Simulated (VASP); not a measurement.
# GaSe4 (P4/mcc) in VASP: further runs

GaSe4 is run at these levels: PBE; tasks: single point.

Everything below comes from runs of VASP 6.6.1. Logs are shortened: lines on timing, memory, paths and dates and some standing lists are left out, and cuts for length are marked.

## (1) The cell of the first run

Symmetry: P4/mcc, No. 124, tetragonal system. The conventional cell has a = 5.768 Å, b = 5.768 Å, c = 7.132 Å, α = 90.00°, β = 90.00°, γ = 90.00°. Ga (site symmetry 422) has 8 Se at 2.85 Å and 2 Ga at 3.57 Å within 3.8 Å. Se (site symmetry m) has 1 Se at 2.38 Å and 2 Ga at 2.85 Å within 3.1 Å.

## (2) Single point, PBE

Input file INCAR:

```
PREC     = Accurate       # precision mode
ENCUT    = 520            # plane-wave cutoff, eV
EDIFF    = 1E-6           # SCF threshold, eV
ISMEAR   = 0              # smearing method
SIGMA    = 0.2            # smearing width, eV
LREAL    = False          # projectors in reciprocal space
LASPH    = True           # aspherical terms in the spheres
NELM     = 100            # most SCF steps
ALGO     = Normal         # electronic algorithm
ISIF     = 2              # what is computed and relaxed
LWAVE    = False          # write WAVECAR
LCHARG   = False          # write CHGCAR
GGA      = PE             # functional
NBANDS   = 48             # bands
```

Input file KPOINTS:

```
regular mesh
0
Gamma
  3 3 3
```

Input file POSCAR:

```
GaSe4
1.0
    5.7684722254      0.0000000000      0.0000000000
    0.0000000000      5.7684722254      0.0000000000
    0.0000000000      0.0000000000      7.1317156586
Ga Se
2 8
Direct
    0.0000000000      0.0000000000      0.7500000000
    0.0000000000      0.0000000000      0.2500000000
    0.3563753390      0.1481656469      0.5000000000
    0.6436246610      0.8518343531      0.5000000000
    0.8518343531      0.3563753390      0.5000000000
    0.1481656469      0.6436246610      0.5000000000
    0.6436246610      0.1481656469      0.0000000000
    0.3563753390      0.8518343531      0.0000000000
    0.1481656469      0.3563753390      0.0000000000
    0.8518343531      0.6436246610      0.0000000000
```

Potentials or basis: VASP PAW PBE potentials, release 64 (Ga_d, Se).

On the command line:

```sh
cat potpaw_PBE.64/Ga_d/POTCAR potpaw_PBE.64/Se/POTCAR > POTCAR
mpirun -np 1 vasp_std > vasp.out
```

OUTCAR:

```text
PREC = Accurate
   ENCUT = 520
   EDIFF = 1E-6
   ISMEAR = 0
   LREAL = False
   LASPH = True
   NELM = 100
   ISIF = 2
   GGA = PE

 ion  position               nearest neighbor table
   1  0.000  0.000  0.750-   3 2.85   4 2.85   5 2.85   6 2.85   7 2.85   8 2.85   9 2.85  10 2.85

   2  0.000  0.000  0.250-   3 2.85   4 2.85   5 2.85   6 2.85   7 2.85   8 2.85   9 2.85  10 2.85

   3  0.356  0.148  0.500-   4 2.38   2 2.85   1 2.85
   4  0.644  0.852  0.500-   3 2.38   2 2.85   1 2.85
   5  0.852  0.356  0.500-   6 2.38   2 2.85   1 2.85
   6  0.148  0.644  0.500-   5 2.38   2 2.85   1 2.85
   7  0.644  0.148  0.000-   8 2.38   2 2.85   1 2.85
   8  0.356  0.852  0.000-   7 2.38   2 2.85   1 2.85
   9  0.148  0.356  0.000-  10 2.38   2 2.85   1 2.85
  10  0.852  0.644  0.000-   9 2.38   2 2.85   1 2.85

  LATTYP: Found a simple tetragonal cell.
 ALAT       =     5.7684722254
 C/A-ratio  =     1.2363266009

  Lattice vectors:

 A1 = (   5.7684722254,   0.0000000000,   0.0000000000)
 A2 = (   0.0000000000,   5.7684722254,   0.0000000000)
 A3 = (   0.0000000000,   0.0000000000,   7.1317156586)

Analysis of symmetry for initial positions (statically):
=====================================================================
 Subroutine PRICEL returns:
 Original cell was already a primitive cell.

 Routine SETGRP: Setting up the symmetry group for a
 simple tetragonal supercell.

 Subroutine GETGRP returns: Found 16 space group operations
 (whereof  8 operations were pure point group operations)
 out of a pool of 16 trial point group operations.

The static configuration has the point symmetry C_4h.
 The point group associated with its full space group is D_4h.

Analysis of symmetry for dynamics (positions and initial velocities):
=====================================================================
 Subroutine PRICEL returns:
 Original cell was already a primitive cell.

 Routine SETGRP: Setting up the symmetry group for a
 simple tetragonal supercell.

 Subroutine GETGRP returns: Found 16 space group operations
 (whereof  8 operations were pure point group operations)
 out of a pool of 16 trial point group operations.

The dynamic configuration has the point symmetry C_4h.
 The point group associated with its full space group is D_4h.

 Subroutine INISYM returns: Found 16 space group operations
 (whereof  8 operations are pure point group operations),
 and found     1 'primitive' translations

----------------------------------------------------------------------------------------

                                     Primitive cell

  volume of cell :     237.3098

  direct lattice vectors                    reciprocal lattice vectors
     5.768472225  0.000000000  0.000000000     0.173356126  0.000000000  0.000000000
     0.000000000  5.768472225  0.000000000     0.000000000  0.173356126  0.000000000
     0.000000000  0.000000000  7.131715659     0.000000000  0.000000000  0.140218714

  length of vectors
     5.768472225  5.768472225  7.131715659     0.173356126  0.173356126  0.140218714

  position of ions in fractional coordinates (direct lattice)
     0.000000000  0.000000000  0.750000000
     0.000000000  0.000000000  0.250000000
     0.356375339  0.148165647  0.500000000
     0.643624661  0.851834353  0.500000000
     0.851834353  0.356375339  0.500000000
     0.148165647  0.643624661  0.500000000
     0.643624661  0.148165647  0.000000000
     0.356375339  0.851834353  0.000000000
     0.148165647  0.356375339  0.000000000
     0.851834353  0.643624661  0.000000000

  ion indices of the primitive-cell ions
   primitive index   ion index
                 1           1
                 2           2
                 3           3
                 4           4
                 5           5
                 6           6
                 7           7
                 8           8
                 9           9
                10          10

----------------------------------------------------------------------------------------

 KPOINTS: regular mesh

Automatic generation of k-mesh.
 Grid dimensions read from file:
 generate k-points for:    3    3    3

 Generating k-lattice:

  Cartesian coordinates                     Fractional coordinates (reciprocal lattice)
     0.057785375  0.000000000  0.000000000     0.333333333  0.000000000  0.000000000
     0.000000000  0.057785375  0.000000000     0.000000000  0.333333333  0.000000000
     0.000000000  0.000000000  0.046739571     0.000000000  0.000000000  0.333333333

  Length of vectors
     0.057785375  0.057785375  0.046739571

  Shift w.r.t. Gamma in fractional coordinates (k-lattice)
     0.000000000  0.000000000  0.000000000

 Subroutine IBZKPT returns following result:
 ===========================================

 Found      6 irreducible k-points:

 Following reciprocal coordinates:
            Coordinates               Weight
  0.000000  0.000000  0.000000      1.000000
  0.333333  0.000000  0.000000      4.000000
  0.333333  0.333333  0.000000      4.000000
  0.000000  0.000000  0.333333      2.000000
  0.333333  0.000000  0.333333      8.000000
  0.333333  0.333333  0.333333      8.000000
   k-points           NKPTS =      6   k-points in BZ     NKDIM =      6   number of bands    NBANDS=     48
   number of dos      NEDOS =    301   number of ions     NIONS =     10
   total plane-waves  NPLWV = 124416
   dimension x,y,z NGX =    48 NGY =   48 NGZ =   54
   dimension x,y,z NGXF=    96 NGYF=   96 NGZF=  108
   ions per type =               2   8
   NGX,Y,Z   is equivalent  to a cutoff of  13.83, 13.83, 12.59 a.u.
   NGXF,Y,Z  is equivalent  to a cutoff of  27.67, 27.67, 25.18 a.u.
 SYSTEM =  unknown system
   PREC   = accura    normal or accurate (medium, high low for compatibility)
   ISTART =      0    job   : 0-new  1-cont  2-samecut
   ICHARG =      2    charge: 1-file 2-atom 10-const
   ISPIN  =      1    spin polarized calculation?
   LNONCOLLINEAR =      F non collinear calculations
   LSORBIT =      F    spin-orbit coupling
   LASPH  =      T    aspherical Exc in radial PAW
   ENCUT  =  520.0 eV  38.22 Ry    6.18 a.u.  10.73 10.73 13.26*2*pi/ulx,y,z
   NELM   =    100;   NELMIN=  2; NELMDL= -5     # of ELM steps
   EDIFF  = 0.1E-05   stopping-criterion for ELM
   LREAL  =      F    real-space projection
   EDIFFG = 0.1E-04   stopping-criterion for IOM
   NSW    =      0    number of steps for IOM
   IBRION =     -1    ionic relax: 0-MD 1-quasi-New 2-CG
   NFREE  =      0    steps in history (QN), initial steepest desc. (CG)
   ISIF   =      2    stress and relaxation
   ISYM   =      2    0-nonsym 1-usesym 2-fastsym
   POTIM  = 0.5000    time-step for ionic-motion
   TEBEG  =    0.0;   TEEND  =   0.0 temperature during run
   PSTRESS=    0.0 pullay stress
   NELECT =      74.0000    total number of electrons
   NUPDOWN=      -1.0000    fix difference up-down
   EMIN   =  10.00;   EMAX   =-10.00  energy-range for DOS
   EFERMI =   0.00;   METHOD = LEGACY
   ISMEAR =     0;   SIGMA  =   0.20  broadening in eV -4-tet -1-fermi 0-gaus
   EFERMI_NEDOS =   21; number of points for ismear=-14 and -15
   IALGO  =     38    algorithm
   IMIX   =      4    mixing-type and parameters
     AMIX     =   0.40;   BMIX     =  1.00
     AMIX_MAG =   1.60;   BMIX_MAG =  1.00
  volume/ion in A,a.u.               =      23.73       160.14
  Fermi-wavevector in a.u.,A,eV,Ry     =   1.110146  2.097872 16.768156  1.232425
  Thomas-Fermi vector in A             =   2.246694
   LORBIT       =      0    0 simple, 1 ext, 2 COOP (PROOUT), +10 PAW based schemes
   GGA     = PE    functional components
   LHFCALC =     F    Hartree Fock is set to
   AEXX    =    0.0000 exact exchange contribution
   IVDW    =     0    specifies the selected vdW correction
   LEPSILON=     F    determine dielectric tensor
   LRPA    =     F    only Hartree local field effects (RPA)
 non-spin polarized calculation
 Gauss-broadening in eV      SIGMA  =   0.20
  energy-cutoff  :      520.00
  volume of cell :      237.31
 maximum number of plane-waves:      6413
 NGX is ok and might be reduce to    48
   NGX = 21   NGY = 21   NGZ = 27

 number of electron      74.0000009 magnetization

 Free energy of the ion-electron system (eV)
  ---------------------------------------------------
  ext. energy  EPLUGINS =         0.00000000
  ---------------------------------------------------
  free energy    TOTEN  =       -33.77298599 eV

  energy without entropy =      -33.67644098  energy(sigma->0) =      -33.72471349

 E-fermi :   3.4069     XC(G=0):  -9.5829

 val. band max:        3.3510474783   @ k =   0.3333   0.3333   0.0000
 cond. band min:       3.4941115796   @ k =   0.0000   0.0000   0.0000
 fundamental gap:      0.1430641012
 Fermi energy:         3.4068641069

 k-point     1 :       0.0000    0.0000    0.0000
  band No.  band energies     occupation
      1     -11.7634      2.00000
      2     -11.3048      2.00000
      3     -11.3048      2.00000
      4     -11.2582      2.00000
      5     -11.2526      2.00000
      6     -11.2362      2.00000
[... 40 lines left out ...]
     47       8.7846      0.00000
     48       8.7892      0.00000

 k-point     2 :       0.3333    0.0000    0.0000
  band No.  band energies     occupation
      1     -11.4503      2.00000
      2     -11.3912      2.00000
      3     -11.3040      2.00000
      4     -11.2547      2.00000
      5     -11.2378      2.00000
      6     -11.2323      2.00000
[... 40 lines left out ...]
     47       8.5750      0.00000
     48       8.7367      0.00000

 k-point     3 :       0.3333    0.3333    0.0000
  band No.  band energies     occupation
      1     -11.3873      2.00000
      2     -11.3691      2.00000
      3     -11.2845      2.00000
      4     -11.2416      2.00000
      5     -11.2347      2.00000
      6     -11.2323      2.00000
[... 40 lines left out ...]
     47       8.1595      0.00000
     48       8.2276      0.00000

 k-point     4 :       0.0000    0.0000    0.3333
  band No.  band energies     occupation
      1     -11.6411      2.00000
      2     -11.3718      2.00000
      3     -11.2875      2.00000
      4     -11.2875      2.00000
      5     -11.2511      2.00000
      6     -11.2511      2.00000
[... 40 lines left out ...]
     47       8.4681      0.00000
     48       8.8519      0.00000

 k-point     5 :       0.3333    0.0000    0.3333
  band No.  band energies     occupation
      1     -11.3848      2.00000
      2     -11.3763      2.00000
      3     -11.2859      2.00000
      4     -11.2689      2.00000
      5     -11.2509      2.00000
      6     -11.2439      2.00000
[... 40 lines left out ...]
     47       8.4087      0.00000
     48       8.7126      0.00000

 k-point     6 :       0.3333    0.3333    0.3333
  band No.  band energies     occupation
      1     -11.3671      2.00000
      2     -11.3453      2.00000
      3     -11.3103      2.00000
      4     -11.2826      2.00000
      5     -11.2509      2.00000
      6     -11.2322      2.00000
[... 40 lines left out ...]
     47       8.3427      0.00000
     48       8.5403      0.00000

------------------------ aborting loop because EDIFF is reached ----------------------------------------

  FORCE on cell =-STRESS in cart. coord.  units (eV):
  Direction    XX          YY          ZZ          XY          YZ          ZX
  --------------------------------------------------------------------------------------
  -------------------------------------------------------------------------------------
  Total        0.5733494      0.5733494     -0.2477818      0.0000000      0.0000000     -0.0000000
  in kB        3.8709210      3.8709210     -1.6728780      0.0000000      0.0000000     -0.0000000
  external PRESSURE =       2.0229880 kB  Pullay stress =       0.0000000 kB

 VOLUME and BASIS-vectors are now :
 -----------------------------------------------------------------------------
  energy-cutoff  :      520.00
  volume of cell :      237.31
      direct lattice vectors                 reciprocal lattice vectors
     5.768472225  0.000000000  0.000000000     0.173356126  0.000000000  0.000000000
     0.000000000  5.768472225  0.000000000     0.000000000  0.173356126  0.000000000
     0.000000000  0.000000000  7.131715659     0.000000000  0.000000000  0.140218714

 POSITION                                       TOTAL-FORCE (eV/Angst)
 -----------------------------------------------------------------------------------
      0.00000      0.00000      5.34879        -0.000000     -0.000000      0.000000
      0.00000      0.00000      1.78293        -0.000000     -0.000000     -0.000000
      2.05574      0.85469      3.56586        -0.026794      0.021003     -0.000000
      3.71273      4.91378      3.56586         0.026794     -0.021003      0.000000
      4.91378      2.05574      3.56586        -0.021003     -0.026794     -0.000000
      0.85469      3.71273      3.56586         0.021003      0.026794      0.000000
      3.71273      0.85469      0.00000         0.026794      0.021003      0.000000
      2.05574      4.91378      0.00000        -0.026794     -0.021003     -0.000000
      0.85469      2.05574      0.00000         0.021003     -0.026794      0.000000
      4.91378      3.71273      0.00000        -0.021003      0.026794     -0.000000
 -----------------------------------------------------------------------------------
    total drift:                                0.000000     -0.000000      0.000000

  FREE ENERGIE OF THE ION-ELECTRON SYSTEM (eV)
  ---------------------------------------------------
  free  energy   TOTEN  =       -33.7729859931 eV

  energy  without entropy=      -33.6764409848  energy(sigma->0) =      -33.72471349
```

Run time: 53 s. Hardware: 1 thread of AMD EPYC 9R45 (Zen 5), shared host; peak memory 0.32 GiB.

What came out:

| Quantity | Value |
| --- | --- |
| Free energy | -33.7730 eV |
| Pressure | 0.2 GPa |
| Largest force | 0.034 eV/Å |
| Band gap on the k mesh | zero (band 37 reaches 3.51 eV, above the bottom of band 38 at 3.27 eV) |

Forces in eV/Å, atoms in the order of the input:
```
Ga   0.000  0.000  0.000
Ga   0.000  0.000  0.000
Se  -0.027  0.021  0.000
Se   0.027 -0.021  0.000
Se  -0.021 -0.027  0.000
Se   0.021  0.027  0.000
Se   0.027  0.021  0.000
Se  -0.027 -0.021  0.000
Se   0.021 -0.027  0.000
Se  -0.021  0.027  0.000
```

Levels at points of the mesh, in eV from the Fermi level:
```
           k point  band 33  band 34  band 35  band 36  band 37  band 38  band 39  band 40  band 41  band 42
(0.00, 0.00, 0.00)    -2.11    -1.13    -0.90     0.09     0.09     1.11     1.74     1.99     3.74     3.74
```

Caveat: the k points lie up to 0.36 Å⁻¹ apart.

[end of part 1 of 2]
